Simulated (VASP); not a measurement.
## GaGe: single point with PBE-based screened hybrid with 25 % exact exchange

GaGe:

```xyz
2
Lattice="0.0000 2.8978 2.8978 2.8978 0.0000 2.8978 2.8978 2.8978 0.0000" Properties=species:S:1:pos:R:3 pbc="T T T"
Ge    0.0000    0.0000    0.0000
Ga    1.4489    1.4489    1.4489
```

```yaml
Program: VASP 6.6.1
Task: single point
Functional: PBE-based screened hybrid with 25 % exact exchange
Potentials_or_basis: VASP PAW PBE potentials, release 64 (Ge_d, Ga_d)
Cutoff: 520 eV
k_mesh: 5 × 5 × 5
Occupations: fermi-dirac, width 0.05 eV
Spin: no spin polarisation
```

```json
{
 "Pressure": "-1.4 GPa",
 "Band gap on the k mesh": "zero (an odd number of electrons rules out a gap without spin polarisation)"
}
```

Levels at points of the mesh, in eV from the Fermi level:
| k point | band 11 | band 12 | band 13 | band 14 | band 15 | band 16 |
| --- | --- | --- | --- | --- | --- | --- |
| (0.00, 0.00, 0.00) | -11.74 | 2.00 | 2.00 | 2.00 | 2.87 | 5.03 |

Run time: 53 min on 1 thread of AMD EPYC 7R43 64-Core Processor (Zen 3), with other jobs on the host, peak memory 0.26 GiB.

Caveat: the k points lie up to 0.38 Å⁻¹ apart, too coarse for converged energies and pressures of a metal; the PAW data sets were made with another functional, which shifts forces and pressure a little; an odd number of electrons without spin polarisation forces a metal; a magnetic or distorted state may lie lower.
